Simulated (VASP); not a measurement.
Wanted: the native input for a VASP 6.6.1 run.

- Task: relaxation of cell and atoms
- Functional: PBE
- Dispersion: D4
- Potentials or basis: VASP PAW PBE potentials, release 64 (Pt, Se)
- Cutoff: 600 eV
- k mesh: 12 × 12 × 6
- Occupations: fermi-dirac, width 0.02 eV
- Spin: no spin polarisation
- Dipole correction: no
- Further INCAR settings: ALGO = Normal; EDIFF = 1e-06; IBRION = 2; EDIFFG = -0.005; NSW = 80; ISIF = 3

The structure of PtSe2 lies in POSCAR:

```
PtSe2
1.0
    3.7715575124      0.0000000000      0.0000000000
   -1.8857787562      3.2662646176      0.0000000000
    0.0000000000      0.0000000000      4.8273830646
Pt Se
1 2
Direct
    0.0000000000      0.0000000000      0.0000000000
    0.3333333333      0.6666666667      0.2650518669
    0.6666666667      0.3333333333      0.7349481331
```

One way to write it, as run:

INCAR

```
SYSTEM = PtSe2
  PREC = Accurate
  ENCUT = 600
  EDIFF = 1E-6
  ISMEAR = -1
  SIGMA = 0.02
  LREAL = .FALSE.
  LASPH = .TRUE.
  NELM = 100
  ALGO = Normal
  ISIF = 3
  LWAVE = .FALSE.
  LCHARG = .FALSE.
  GGA = PE
  IVDW = 13
  IBRION = 2
  NSW = 80
  EDIFFG = -0.005
```

KPOINTS

```
Automatic mesh
0
G
  12 12 6
  0 0 0
```

Potentials or basis: VASP PAW PBE potentials, release 64 (Pt, Se).

Command:

```console
$ cat potpaw_PBE.64/Pt/POTCAR potpaw_PBE.64/Se/POTCAR > POTCAR
$ mpirun -np 1 vasp_std > vasp.out
```

Results of the run:

- Energy gained by relaxing: 0.0 meV/atom
- Ionic steps: 7
- Pressure after relaxing: 0.0 GPa
- Band gap on the k mesh: zero (band 11 reaches 7.48 eV, above the bottom of band 12 at 6.67 eV)
- Dispersion energy per atom: -0.513 eV

Caveat: spin-orbit coupling is left out, which moves the levels of the heavy elements; pairwise dispersion overbinds metals, which lowers pressure and volume.

It took 4.7 min on 1 thread of Intel Xeon 6975P-C, on a shared host, peak memory 0.28 GiB.
